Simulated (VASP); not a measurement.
Here is a VASP 6.6.1 calculation.

INCAR

```
SYSTEM = Ca
ALGO = Normal
EDIFF = 1E-6
ENCUT = 520
GGA = PE
ISIF = 2
ISMEAR = -1
IVDW = 12
LASPH = .True.
LCHARG = .False.
LREAL = .False.
LWAVE = .False.
NBANDS = 11
NELM = 60
PREC = Accurate
SIGMA = 0.05
```

KPOINTS

```
k-points
0
Gamma
  8 8 8
  0 0 0
```

The input POSCAR:

```
Ca
1.0
   -2.1567484866      2.1567484866      2.1567484866
    2.1567484866     -2.1567484866      2.1567484866
    2.1567484866      2.1567484866     -2.1567484866
Ca
1
Direct
    0.0000000000      0.0000000000      0.0000000000
```

Potentials or basis: VASP PAW PBE potentials, release 64 (Ca_sv).

Launch:

```bash
$ cat potpaw_PBE.64/Ca_sv/POTCAR > POTCAR
$ mpirun -np 1 vasp_std > vasp.out
```

Task: Predict the band gap on the k mesh.

Result: Zero (bands 5 and 6 overlap by 0.38 eV).

Task: Estimate the dispersion energy per atom.

Result: -0.242 eV.

Task: Predict the pressure.

Result: -0.1 GPa.

Caveat: three body term missing.
